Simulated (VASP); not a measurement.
CdS (Greenockite):

```
CELL_PARAMETERS angstrom
4.16462 0.00000 0.00000
-2.08231 3.60667 0.00000
0.00000 0.00000 6.76598
ATOMIC_POSITIONS crystal
Cd 0.33333 0.66667 0.99903
Cd 0.66667 0.33333 0.49903
S 0.33333 0.66667 0.37597
S 0.66667 0.33333 0.87597
```

Base run:

| Property | Result |
| --- | --- |
| Program | VASP 6.6.1 |
| Functional | PBEsol |
| Potentials or basis | VASP PAW PBE potentials, release 64 (Cd, S) |
| Cutoff | 520 eV |
| k mesh | 6 × 6 × 4 |
| Occupations | gaussian, width 0.01 eV |
| Spin | no spin polarisation |

Its results: band gap on the k mesh 1.04 eV, direct; pressure -1.2 GPa.

Q: The run is repeated on the same cell with these changes: k mesh from 6 × 6 × 4 to 8 × 8 × 1. What comes out?

A: Band gap on the k mesh 1.06 eV, direct; pressure -1.8 GPa.

Caveats: some runs use coarse meshes; the PAW data sets were made with another functional, which shifts forces and pressure a little.

